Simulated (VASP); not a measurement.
# MoS2 (R-3m) in VASP: a series of runs

The runs below take MoS2 through single point, with PBEsol.

Everything below comes from runs of VASP 6.6.1. Logs are shortened: lines on timing, memory, paths and dates and some standing lists are left out, and cuts for length are marked.

### 1 The cell of the first run

It takes space group R-3m (No. 166, trigonal). The conventional cell has a = 3.171 Å, b = 3.171 Å, c = 18.345 Å, α = 90.00°, β = 90.00°, γ = 120.00°. Within 3.2 Å of Mo (site symmetry -3m) lie 6 S at 2.39 Å and 6 Mo at 3.17 Å. Within 3.2 Å of S (site symmetry 3m) lie 3 Mo at 2.39 Å and 6 S at 3.17 Å.

### 2 Single point, PBEsol

Contents of INCAR:

```
ALGO = Normal
EDIFF = 1E-6
ENCUT = 520
GGA = PS
ISIF = 2
ISMEAR = 1
LASPH = T
LCHARG = F
LREAL = F
LWAVE = F
NBANDS = 20
NELM = 60
PREC = Accurate
SIGMA = 0.1
```

Contents of KPOINTS:

```
k-points
0
Gamma
  5 5 5
```

Contents of POSCAR:

```
MoS2
1.0
    1.5855000000      0.9153900000      6.1150000000
   -1.5855000000      0.9153900000      6.1150000000
    0.0000000000     -1.8307800000      6.1150000000
Mo S
1 2
Direct
    0.0000000000      0.0000000000      0.0000000000
    0.7500000000      0.7500000000      0.7500000000
    0.2500000000      0.2500000000      0.2500000000
```

Potentials or basis: VASP PAW PBE potentials, release 64 (Mo_sv, S).

Launch:

```
$ cat potpaw_PBE.64/Mo_sv/POTCAR potpaw_PBE.64/S/POTCAR > POTCAR
$ mpirun -np 1 vasp_std > vasp.out
```

OUTCAR:

```text
EDIFF = 1E-6
   ENCUT = 520
   GGA = PS
   ISIF = 2
   ISMEAR = 1
   LASPH = T
   LREAL = F
   NELM = 60
   PREC = Accurate

 ion  position               nearest neighbor table
   1  0.000  0.000  0.000-   2 2.39   2 2.39   3 2.39   3 2.39   2 2.39   3 2.39
   2  0.750  0.750  0.750-   1 2.39   1 2.39   1 2.39
   3  0.250  0.250  0.250-   1 2.39   1 2.39   1 2.39

  LATTYP: Found a trigonal (rhomboedric) cell.
 ALAT       =     6.3831789966
 COS(alpha) =     0.8766073686

  Lattice vectors:

 A1 = (   1.5855000000,   0.9153900000,   6.1150000000)
 A2 = (  -1.5855000000,   0.9153900000,   6.1150000000)
 A3 = (   0.0000000000,  -1.8307800000,   6.1150000000)

Analysis of symmetry for initial positions (statically):
=====================================================================
 Subroutine PRICEL returns:
 Original cell was already a primitive cell.

 Routine SETGRP: Setting up the symmetry group for a
 trigonal (rhombohedral) supercell.

 Subroutine GETGRP returns: Found 12 space group operations
 (whereof 12 operations were pure point group operations)
 out of a pool of 12 trial point group operations.

The static configuration has the point symmetry D_3d.

Analysis of symmetry for dynamics (positions and initial velocities):
=====================================================================
 Subroutine PRICEL returns:
 Original cell was already a primitive cell.

 Routine SETGRP: Setting up the symmetry group for a
 trigonal (rhombohedral) supercell.

 Subroutine GETGRP returns: Found 12 space group operations
 (whereof 12 operations were pure point group operations)
 out of a pool of 12 trial point group operations.

The dynamic configuration has the point symmetry D_3d.

 Subroutine INISYM returns: Found 12 space group operations
 (whereof 12 operations are pure point group operations),
 and found     1 'primitive' translations

----------------------------------------------------------------------------------------

                                     Primitive cell

  volume of cell :      53.2501

  direct lattice vectors                    reciprocal lattice vectors
     1.585500000  0.915390000  6.115000000     0.315357931  0.182071758  0.054510766
    -1.585500000  0.915390000  6.115000000    -0.315357931  0.182071758  0.054510766
     0.000000000 -1.830780000  6.115000000     0.000000000 -0.364143516  0.054510766

  length of vectors
     6.383178997  6.383178997  6.383179491     0.368201268  0.368201268  0.368200929

  position of ions in fractional coordinates (direct lattice)
     0.000000000  0.000000000  0.000000000
     0.750000000  0.750000000  0.750000000
     0.250000000  0.250000000  0.250000000

  ion indices of the primitive-cell ions
   primitive index   ion index
                 1           1
                 2           2
                 3           3

----------------------------------------------------------------------------------------

 KPOINTS: k-points

Automatic generation of k-mesh.
 Grid dimensions read from file:
 generate k-points for:    5    5    5

 Generating k-lattice:

  Cartesian coordinates                     Fractional coordinates (reciprocal lattice)
     0.063071586  0.036414352  0.010902153     0.200000000 -0.000000000  0.000000000
    -0.063071586  0.036414352  0.010902153    -0.000000000  0.200000000  0.000000000
     0.000000000 -0.072828703  0.010902153     0.000000000  0.000000000  0.200000000

  Length of vectors
     0.073640254  0.073640254  0.073640186

  Shift w.r.t. Gamma in fractional coordinates (k-lattice)
     0.000000000  0.000000000  0.000000000

 Subroutine IBZKPT returns following result:
 ===========================================

 Found     19 irreducible k-points:

 Following reciprocal coordinates:
            Coordinates               Weight
  0.000000  0.000000  0.000000      1.000000
  0.200000 -0.000000 -0.000000      6.000000
  0.400000 -0.000000  0.000000      6.000000
  0.200000  0.200000 -0.000000      6.000000
  0.400000  0.200000  0.000000     12.000000
 -0.400000  0.200000  0.000000     12.000000
[... 11 lines left out ...]
  0.400000  0.400000  0.400000      2.000000
 -0.400000  0.400000  0.400000      6.000000
   k-points           NKPTS =     19   k-points in BZ     NKDIM =     19   number of bands    NBANDS=     20
   number of dos      NEDOS =    301   number of ions     NIONS =      3
   total plane-waves  NPLWV = 110592
   dimension x,y,z NGX =    48 NGY =   48 NGZ =   48
   dimension x,y,z NGXF=    96 NGYF=   96 NGZF=   96
   ions per type =               1   2
   NGX,Y,Z   is equivalent  to a cutoff of  12.50, 12.50, 12.50 a.u.
   NGXF,Y,Z  is equivalent  to a cutoff of  25.00, 25.00, 25.00 a.u.
 SYSTEM =  unknown system
   PREC   = accura    normal or accurate (medium, high low for compatibility)
   ISTART =      0    job   : 0-new  1-cont  2-samecut
   ICHARG =      2    charge: 1-file 2-atom 10-const
   ISPIN  =      1    spin polarized calculation?
   LNONCOLLINEAR =      F non collinear calculations
   LSORBIT =      F    spin-orbit coupling
   LASPH  =      T    aspherical Exc in radial PAW
   ENCUT  =  520.0 eV  38.22 Ry    6.18 a.u.  11.87 11.87 11.87*2*pi/ulx,y,z
   NELM   =     60;   NELMIN=  2; NELMDL= -5     # of ELM steps
   EDIFF  = 0.1E-05   stopping-criterion for ELM
   LREAL  =      F    real-space projection
[... 7 lines left out ...]
   TEBEG  =    0.0;   TEEND  =   0.0 temperature during run
   PSTRESS=    0.0 pullay stress
   NELECT =      26.0000    total number of electrons
   NUPDOWN=      -1.0000    fix difference up-down
   EMIN   =  10.00;   EMAX   =-10.00  energy-range for DOS
   EFERMI =   0.00;   METHOD = LEGACY
   ISMEAR =     1;   SIGMA  =   0.10  broadening in eV -4-tet -1-fermi 0-gaus
   EFERMI_NEDOS =   21; number of points for ismear=-14 and -15
   IALGO  =     38    algorithm
   IMIX   =      4    mixing-type and parameters
     AMIX     =   0.40;   BMIX     =  1.00
     AMIX_MAG =   1.60;   BMIX_MAG =  1.00
  volume/ion in A,a.u.               =      17.75       119.78
  Fermi-wavevector in a.u.,A,eV,Ry     =   1.289118  2.436079 22.610494  1.661824
  Thomas-Fermi vector in A             =   2.421030
   LORBIT       =      0    0 simple, 1 ext, 2 COOP (PROOUT), +10 PAW based schemes
   GGA     = PS    functional components
   LHFCALC =     F    Hartree Fock is set to
   AEXX    =    0.0000 exact exchange contribution
   IVDW    =     0    specifies the selected vdW correction
   LEPSILON=     F    determine dielectric tensor
   LRPA    =     F    only Hartree local field effects (RPA)
 non-spin polarized calculation
 Methfessel and Paxton  Order N= 1 SIGMA  =   0.10
  energy-cutoff  :      520.00
  volume of cell :       53.25
 maximum number of plane-waves:      1452
   NGX = 23   NGY = 23   NGZ = 23

 number of electron      25.9999998 magnetization

 Free energy of the ion-electron system (eV)
  ---------------------------------------------------
  ext. energy  EPLUGINS =         0.00000000
  ---------------------------------------------------
  free energy    TOTEN  =       -22.56877884 eV

  energy without entropy =      -22.56718507  energy(sigma->0) =      -22.56824758

 E-fermi :   7.4032     XC(G=0): -11.0055

 val. band max:        7.3773403004   @ k =  -0.4000   0.2000   0.0000
 cond. band min:       7.4168013954   @ k =   0.2000   0.2000   0.2000
 fundamental gap:      0.0394610950
 Fermi energy:         7.4031829268

 k-point     1 :       0.0000    0.0000    0.0000
  band No.  band energies     occupation
      1     -53.9350      2.00000
      2     -28.0561      2.00000
      3     -27.9577      2.00000
      4     -27.9577      2.00000
      5      -7.4922      2.00000
      6      -5.8383      2.00000
[... 12 lines left out ...]
     19      14.3156      0.00000
     20      17.2289      0.00000

 k-point     2 :       0.2000   -0.0000   -0.0000
  band No.  band energies     occupation
      1     -53.9209      2.00000
      2     -28.0990      2.00000
      3     -28.0275      2.00000
      4     -27.9898      2.00000
      5      -6.8681      2.00000
      6      -5.7279      2.00000
[... 12 lines left out ...]
     19      15.6238      0.00000
     20      16.8178      0.00000

 k-point     3 :       0.4000   -0.0000    0.0000
  band No.  band energies     occupation
      1     -53.8981      2.00000
      2     -28.3209      2.00000
      3     -28.0414      2.00000
      4     -27.9810      2.00000
      5      -5.9054      2.00000
      6      -5.1455      2.00000
[... 12 lines left out ...]
     19      14.9447      0.00000
     20      15.2912      0.00000

 k-point     4 :       0.2000    0.2000   -0.0000
  band No.  band energies     occupation
      1     -53.9209      2.00000
      2     -28.0990      2.00000
      3     -28.0275      2.00000
      4     -27.9899      2.00000
      5      -6.8332      2.00000
      6      -5.7809      2.00000
[... 12 lines left out ...]
     19      15.4639      0.00000
     20      16.5633      0.00000

 k-point     5 :       0.4000    0.2000    0.0000
  band No.  band energies     occupation
      1     -53.9024      2.00000
      2     -28.2425      2.00000
      3     -28.0697      2.00000
      4     -27.9898      2.00000
      5      -5.8621      2.00000
      6      -5.5697      2.00000
[... 12 lines left out ...]
     19      16.0371      0.00000
     20      16.5562      0.00000
[... 238 lines left out ...]
      6      -5.0153      2.00000
[... 12 lines left out ...]
     19      14.4900      0.00000
     20      16.4687      0.00000

 k-point    17 :      -0.4000   -0.4000    0.2000
  band No.  band energies     occupation
      1     -53.8981      2.00000
      2     -28.3209      2.00000
      3     -28.0414      2.00000
      4     -27.9810      2.00000
      5      -5.8367      2.00000
      6      -5.2192      2.00000
[... 12 lines left out ...]
     19      13.6709      0.00000
     20      15.9571      0.00000

 k-point    18 :       0.4000    0.4000    0.4000
  band No.  band energies     occupation
      1     -53.9350      2.00000
      2     -28.0562      2.00000
      3     -27.9577      2.00000
      4     -27.9577      2.00000
      5      -7.2639      2.00000
      6      -6.2165      2.00000
[... 12 lines left out ...]
     19      15.5448      0.00000
     20      17.3863      0.00000

 k-point    19 :      -0.4000    0.4000    0.4000
  band No.  band energies     occupation
      1     -53.9209      2.00000
      2     -28.0990      2.00000
      3     -28.0275      2.00000
      4     -27.9898      2.00000
      5      -6.6276      2.00000
      6      -6.0508      2.00000
[... 12 lines left out ...]
     19      15.8723      0.00000
     20      16.2178      0.00000

------------------------ aborting loop because EDIFF is reached ----------------------------------------

  FORCE on cell =-STRESS in cart. coord.  units (eV):
  Direction    XX          YY          ZZ          XY          YZ          ZX
  --------------------------------------------------------------------------------------
  -------------------------------------------------------------------------------------
  Total        0.4693579      0.4693591      1.7327045      0.0000000      0.0000000      0.0000000
  in kB       14.1219473     14.1219827     52.1332689      0.0000000      0.0000000      0.0000000
  external PRESSURE =      26.7923996 kB  Pullay stress =       0.0000000 kB

 VOLUME and BASIS-vectors are now :
 -----------------------------------------------------------------------------
  energy-cutoff  :      520.00
  volume of cell :       53.25
      direct lattice vectors                 reciprocal lattice vectors
     1.585500000  0.915390000  6.115000000     0.315357931  0.182071758  0.054510766
    -1.585500000  0.915390000  6.115000000    -0.315357931  0.182071758  0.054510766
     0.000000000 -1.830780000  6.115000000     0.000000000 -0.364143516  0.054510766

 POSITION                                       TOTAL-FORCE (eV/Angst)
 -----------------------------------------------------------------------------------
      0.00000      0.00000      0.00000        -0.000000      0.000000     -0.000000
      0.00000      0.00000     13.75875         0.000000      0.000000      0.674318
      0.00000      0.00000      4.58625         0.000000     -0.000000     -0.674318
 -----------------------------------------------------------------------------------
    total drift:                               -0.000000     -0.000000      0.000000

  FREE ENERGIE OF THE ION-ELECTRON SYSTEM (eV)
  ---------------------------------------------------
  free  energy   TOTEN  =       -22.5687788374 eV

  energy  without entropy=      -22.5671850684  energy(sigma->0) =      -22.56824758
```

Run time: 2 min. Hardware: 1 thread of Intel Xeon 8259CL, shared host; peak memory 0.31 GiB.

What came out:

* Free energy: -22.5688 eV
* Pressure: 2.7 GPa
* Largest force: 0.674 eV/Å
* Band gap on the k mesh: zero (bands 13 and 14 overlap by 0.02 eV)

Forces on the atoms (eV/Å):
```
Mo   0.000  0.000  0.000
S    0.000  0.000  0.674
S    0.000  0.000 -0.674
```

Levels at points of the mesh, in eV from the Fermi level:
| k point | band 10 | band 11 | band 12 | band 13 | band 14 | band 15 | band 16 | band 17 |
| --- | --- | --- | --- | --- | --- | --- | --- | --- |
| (0.00, 0.00, 0.00) | -1.48 | -0.95 | -0.72 | -0.72 | 0.05 | 0.05 | 3.70 | 3.70 |

Caveat: the k points lie up to 0.46 Å⁻¹ apart; the PAW data sets were made with another functional, which shifts forces and pressure a little.

### 3 Single point, PBEsol

Contents of INCAR:

```
  ALGO = Normal
  EDIFF = 1E-6
  ENCUT = 520
  GGA = PS
  ISIF = 2
  ISMEAR = 1
  LASPH = True
  LCHARG = True
  LELF = True
  LREAL = False
  LVHAR = True
  LWAVE = False
  NBANDS = 20
  NELM = 60
  PREC = Accurate
  SIGMA = 0.1
```

Contents of KPOINTS:

```
k-points
0
Gamma
  7 7 7
```

POSCAR is that of step 2.

Potentials or basis: VASP PAW PBE potentials, release 64 (Mo_sv, S).

Launch:

```
$ cat potpaw_PBE.64/Mo_sv/POTCAR potpaw_PBE.64/S/POTCAR > POTCAR
$ mpirun -np 1 vasp_std > vasp.out
```

Run time: 4.3 min. Hardware: 1 thread of Intel Xeon 8259CL, shared host; peak memory 0.33 GiB.

The run converged. Its results:

```yaml
Free_energy: -22.5848 eV
Pressure: 3.1 GPa
Largest_force: 0.771 eV/Å
Band_gap_on_the_k_mesh: zero (bands 13 and 14 overlap by 0.49 eV)
```

Forces in eV/Å, atoms in the order of the input:
```
Mo   0.000  0.000  0.000
S    0.000  0.000  0.771
S    0.000  0.000 -0.771
```

Stress tensor (GPa, compression positive):
```
1.53 0.00 0.00
0.00 1.53 0.00
0.00 0.00 6.27
```

Levels at points of the mesh, in eV from the Fermi level:
| k point | band 10 | band 11 | band 12 | band 13 | band 14 | band 15 | band 16 | band 17 |
| --- | --- | --- | --- | --- | --- | --- | --- | --- |
| (0.00, 0.00, 0.00) | -1.87 | -1.38 | -1.17 | -1.17 | -0.33 | -0.33 | 3.30 | 3.30 |

Caveat: the cell stands under pressure; the PAW data sets were made with another functional, which shifts forces and pressure a little.

### 4 Single point, PBEsol

Contents of INCAR:

```
PREC = Accurate
ENCUT = 520
EDIFF = 1E-6
ISMEAR = 1
SIGMA = 0.1
LREAL = False
LASPH = True
NELM = 80
ALGO = Normal
ISIF = 2
LWAVE = False
LCHARG = False
GGA = PS
NBANDS = 20
```

Contents of KPOINTS:

```
regular mesh
0
Gamma
  8 8 8
```

POSCAR is that of step 3.

Launch:

```
$ cat potpaw_PBE.64/Mo_sv/POTCAR potpaw_PBE.64/S/POTCAR > POTCAR
$ mpirun -np 1 vasp_std > vasp.out
```

Wall time 5.5 min (1 thread of Intel Xeon 8259CL, shared host); peak memory 0.34 GiB.

Results (log left out):

| Property | Result |
| --- | --- |
| Free energy | -22.5761 eV |
| Pressure | 2.9 GPa |
| Largest force | 0.754 eV/Å |
| Band gap on the k mesh | zero (bands 13 and 14 overlap by 0.38 eV) |

Forces on the atoms (eV/Å):
```
Mo   0.000  0.000  0.000
S    0.000  0.000  0.754
S    0.000  0.000 -0.754
```

Stress tensor (GPa, compression positive):
```
1.29 0.00 0.00
0.00 1.29 0.00
0.00 0.00 6.07
```

Levels at points of the mesh, in eV from the Fermi level:
| k point | band 10 | band 11 | band 12 | band 13 | band 14 | band 15 | band 16 | band 17 |
| --- | --- | --- | --- | --- | --- | --- | --- | --- |
| (0.00, 0.00, 0.00) | -1.76 | -1.25 | -1.03 | -1.03 | -0.23 | -0.23 | 3.41 | 3.41 |
| (0.50, 0.00, 0.00) | -4.35 | -2.85 | -1.94 | -1.59 | 1.06 | 1.98 | 3.43 | 4.17 |
| (0.50, 0.50, 0.00) | -4.27 | -2.87 | -2.26 | -1.81 | 1.06 | 1.76 | 3.89 | 4.66 |
| (0.50, 0.50, 0.50) | -3.92 | -1.02 | -1.02 | -0.33 | -0.33 | -0.04 | 3.53 | 3.53 |

Caveat: the PAW data sets were made with another functional, which shifts forces and pressure a little.

### 5 Single point, PBEsol

Contents of INCAR:

```
PREC     = Accurate       # precision mode
ENCUT    = 520            # plane-wave cutoff, eV
EDIFF    = 1E-6           # SCF threshold, eV
ISMEAR   = 1              # smearing method
SIGMA    = 0.1            # smearing width, eV
LREAL    = F              # projectors in reciprocal space
LASPH    = T              # aspherical terms in the spheres
NELM     = 100            # most SCF steps
ALGO     = Normal         # electronic algorithm
ISIF     = 2              # what is computed and relaxed
LWAVE    = F              # write WAVECAR
LCHARG   = F              # write CHGCAR
GGA      = PS             # functional
NBANDS   = 20             # bands
```

Contents of KPOINTS:

```
regular mesh
0
Gamma
  10 10 10
```

POSCAR is that of step 4.

Launch:

```
$ cat potpaw_PBE.64/Mo_sv/POTCAR potpaw_PBE.64/S/POTCAR > POTCAR
$ mpirun -np 1 vasp_std > vasp.out
```

Run time: 8.7 min. Hardware: 1 thread of Intel Xeon 8259CL, shared host; peak memory 0.38 GiB.

Results (log left out):

| Property | Result |
| --- | --- |
| Free energy | -22.6036 eV |
| Pressure | 2.8 GPa |
| Largest force | 0.762 eV/Å |
| Band gap on the k mesh | zero (bands 13 and 14 overlap by 0.61 eV) |

Forces in eV/Å, atoms in the order of the input:
```
Mo   0.000  0.000  0.000
S    0.000  0.000  0.762
S    0.000  0.000 -0.762
```

Stress tensor (GPa, compression positive):
```
1.10 0.00 0.00
0.00 1.10 0.00
0.00 0.00 6.35
```

Levels at points of the mesh, in eV from the Fermi level:
| k point | band 10 | band 11 | band 12 | band 13 | band 14 | band 15 | band 16 | band 17 |
| --- | --- | --- | --- | --- | --- | --- | --- | --- |
| (0.00, 0.00, 0.00) | -1.83 | -1.33 | -1.11 | -1.11 | -0.30 | -0.30 | 3.34 | 3.34 |
| (0.50, 0.00, 0.00) | -4.42 | -2.93 | -2.02 | -1.66 | 0.98 | 1.89 | 3.36 | 4.09 |
| (0.50, 0.50, 0.00) | -4.35 | -2.94 | -2.33 | -1.88 | 0.98 | 1.68 | 3.81 | 4.59 |
| (0.50, 0.50, 0.50) | -3.99 | -1.10 | -1.10 | -0.40 | -0.40 | -0.12 | 3.45 | 3.45 |

Caveat: the PAW data sets were made with another functional, which shifts forces and pressure a little.

### 6 The runs side by side

| k mesh | gap on the mesh (eV) | pressure (GPa) | largest force (eV/Å) |
| --- | --- | --- | --- |
| 5 × 5 × 5 | none | 2.7 | 0.67 |
| 7 × 7 × 7 | none | 3.1 | 0.77 |
| 8 × 8 × 8 | none | 2.9 | 0.75 |
| 10 × 10 × 10 | none | 2.8 | 0.76 |

Alike in all rows: task single point; level PBEsol; potentials or basis VASP PAW PBE potentials, release 64 (Mo_sv, S); no spin polarisation; cell as given; cutoff (eV) 520; smearing methfessel-paxton 0.1 eV.

Caveats: some runs use coarse meshes; the PAW data sets were made with another functional, which shifts forces and pressure a little; the cell stands under pressure (at least some runs).

Absolute energies hang on the potentials; compare differences alone.
